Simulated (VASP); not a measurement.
# BN: single point with PBEsol

The system is BN.

```
B N
1.0
     2.47095    0.00000    0.00000
    -1.23547    2.13990    0.00000
     0.00000    0.00000    4.09129
B N
2 2
Direct
  0.66667 0.33333 0.00000
  0.33333 0.66667 0.50000
  0.66667 0.33333 0.37500
  0.33333 0.66667 0.87500
```

```yaml
Program: VASP 6.6.1
Task: single point
Functional: PBEsol
Potentials_or_basis: VASP PAW PBE potentials, release 64 (B, N)
Cutoff: 520 eV
k_mesh: 8 × 8 × 5
Occupations: gaussian, width 0.01 eV
Spin: no spin polarisation
Dipole_correction: no
Further_INCAR_settings: ALGO = Normal; EDIFF = 1e-07; NBANDS = 16
```

* Pressure: 38.2 GPa
* Largest force: 0.141 eV/Å
* Band gap on the k mesh: 5.18 eV, indirect (least direct gap 8.64 eV)

Forces in eV/Å, atoms in the order of the input:
```
B    0.000  0.000  0.141
B    0.000  0.000  0.141
N    0.000  0.000 -0.141
N    0.000  0.000 -0.141
```

Stress tensor (GPa, compression positive):
```
38.53  0.00  0.00
 0.00 38.53  0.00
 0.00  0.00 37.56
```

Levels at points of the mesh, in eV from the valence-band top:
| k point | band 6 | band 7 | band 8 | band 9 | band 10 | band 11 |
| --- | --- | --- | --- | --- | --- | --- |
| (0.00, 0.00, 0.00) | -0.28 | 0.00 | 0.00 | 8.69 | 8.69 | 8.98 |
| (0.50, 0.00, 0.00) | -5.48 | -4.92 | -2.33 | 6.89 | 8.09 | 11.03 |

Wall time 8.7 s on 1 thread of Intel(R) Xeon(R) 6975P-C (Granite Rapids) (shared host), peak memory 0.12 GiB.

Caveat: the PAW data sets were made with another functional, which shifts forces and pressure a little. A k mesh can miss the band edges.
